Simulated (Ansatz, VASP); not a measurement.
## One calculation of AlAs, two programs

INCAR

```
PREC = Accurate
ENCUT = 520
EDIFF = 1E-6
ISMEAR = 0
SIGMA = 0.05
LREAL = Auto
LASPH = T
NELM = 80
ALGO = Normal
ISIF = 2
LWAVE = F
LCHARG = F
LDIPOL = T
IDIPOL = 3
DIPOL = 0.5 0.5 0.500
GGA = PS
NBANDS = 51
```

File KPOINTS:

```
Automatic mesh
0
Gamma
  5 4 1
```

POSCAR

```
AlAs
1.0
    5.6745964866      0.0000000000      0.0000000000
   -2.8372982433      6.3443917445      0.0000000000
    0.0000000000      0.0000000000     25.7854659657
As Al
9 9
Direct
    0.1000000000      0.7000000000      0.2908615268
    0.8000000000      0.1000000000      0.3400705793
    0.5000000000      0.5000000000      0.3892796318
    0.2000000000      0.9000000000      0.4384886844
    0.9000000000      0.3000000000      0.4876977369
    0.6000000000      0.7000000000      0.5369067894
    0.3000000000      0.1000000000      0.5861158419
    0.0000000000      0.5000000000      0.6353248944
    0.7000000000      0.9000000000      0.6845339469
    0.7000000000      0.4000000000      0.3154660531
    0.4000000000      0.8000000000      0.3646751056
    0.1000000000      0.2000000000      0.4138841581
    0.8000000000      0.6000000000      0.4630932106
    0.5000000000      0.0000000000      0.5123022631
    0.2000000000      0.4000000000      0.5615113156
    0.9000000000      0.8000000000      0.6107203682
    0.6000000000      0.2000000000      0.6599294207
    0.3000000000      0.6000000000      0.7091384732
```

Input for Ansatz:

```yaml
crystal:
  lattice:
    - [5.6745964866, 0.0, 0.0]
    - [-2.8372982433, 6.3443917445, 0.0]
    - [0.0, 0.0, 25.7854659657]
  atoms:
    - { symbol: As, position: [0.1, 0.7, 0.2908615268] }
    - { symbol: Al, position: [0.7, 0.4, 0.3154660531] }
    - { symbol: As, position: [0.8, 0.1, 0.3400705793] }
    - { symbol: Al, position: [0.4, 0.8, 0.3646751056] }
    - { symbol: As, position: [0.5, 0.5, 0.3892796318] }
    - { symbol: Al, position: [0.1, 0.2, 0.4138841581] }
    - { symbol: As, position: [0.2, 0.9, 0.4384886844] }
    - { symbol: Al, position: [0.8, 0.6, 0.4630932106] }
    - { symbol: As, position: [0.9, 0.3, 0.4876977369] }
    - { symbol: Al, position: [0.5, 0.0, 0.5123022631] }
    - { symbol: As, position: [0.6, 0.7, 0.5369067894] }
    - { symbol: Al, position: [0.2, 0.4, 0.5615113156] }
    - { symbol: As, position: [0.3, 0.1, 0.5861158419] }
    - { symbol: Al, position: [0.9, 0.8, 0.6107203682] }
    - { symbol: As, position: [0.0, 0.5, 0.6353248944] }
    - { symbol: Al, position: [0.6, 0.2, 0.6599294207] }
    - { symbol: As, position: [0.7, 0.9, 0.6845339469] }
    - { symbol: Al, position: [0.3, 0.6, 0.7091384732] }
basis:
  ecutwfc: 420
kpoints:
  mp_grid: { grid: [5, 4, 1] }
hamiltonian:
  xc: pbesol
scf:
  occupations: { method: gaussian, width: 0.05 }
output:
  forces: true
  stress: true
  eigenvalues: true
  write_density: true
  write_potential: true
  elf: true
  volumetric_format: npy
efield:
  axis: 3
  dipole_correction: true
  ramp_width: 0.04
```

Alike in both runs: task single point; functional PBEsol; k mesh 5 × 4 × 1; occupations gaussian, width 0.05 eV; no spin polarisation.

|  | VASP | Ansatz |
| --- | --- | --- |
| version | VASP 6.6.1 | Ansatz 0.2.0 |
| potentials or method | VASP PAW PBE potentials, release 64 (As, Al), cutoff 520 eV | scalar-relativistic, plane waves, PAW |
| valence electrons in the cell | 72 | 162 |

VASP gave:

```
gap on the k mesh at the Fermi level (eV) : none
rms of the force components (eV/Å)        : 0.363
```

Question: Which values does Ansatz return?

Answer: gap on the k mesh at the Fermi level (eV): none; rms of the force components (eV/Å): 0.364.

VASP's potentials were made for PBE, not for PBEsol. A gap of «none» marks a metal or a gap that the smearing closes. VASP's potentials hold 72 valence electrons a cell and Ansatz's 162, so a difference there can come from the potentials and not from the codes. Ansatz's warnings: xc potential rough in thin density.
